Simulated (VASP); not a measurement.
The system is HfO2.

```
Hf O
1.0
     0.00000    2.50529    2.50529
     2.50529    0.00000    2.50529
     2.50529    2.50529    0.00000
Hf O
1 2
Direct
  0.00000 0.00000 0.00000
  0.75000 0.75000 0.75000
  0.25000 0.25000 0.25000
```

This cell differs from its parent crystal: volume scaled by 0.94.

Base run:

```yaml
Program: VASP 6.6.1
Functional: PBEsol
Potentials_or_basis: VASP PAW PBE potentials, release 64 (Hf_pv, O)
Cutoff: 520 eV
k_mesh: 9 × 9 × 9
Occupations: fermi-dirac, width 0.05 eV
Spin: no spin polarisation
```

Its results: band gap on the k mesh 3.88 eV, indirect (least direct gap 4.01 eV); pressure 1.6 GPa.

Task: The run is repeated on the same cell with these changes: functional from PBEsol to PBE. What comes out?

Result: Band gap on the k mesh 4.01 eV, indirect (least direct gap 4.13 eV); pressure 10.0 GPa.

PBE binds less tightly than PBEsol, so the same cell stands under more pressure.

Caveats: spin-orbit coupling is left out, which moves the levels of the heavy elements; the PAW data sets were made with another functional, which shifts forces and pressure a little (some runs).

A k mesh can miss the band edges.
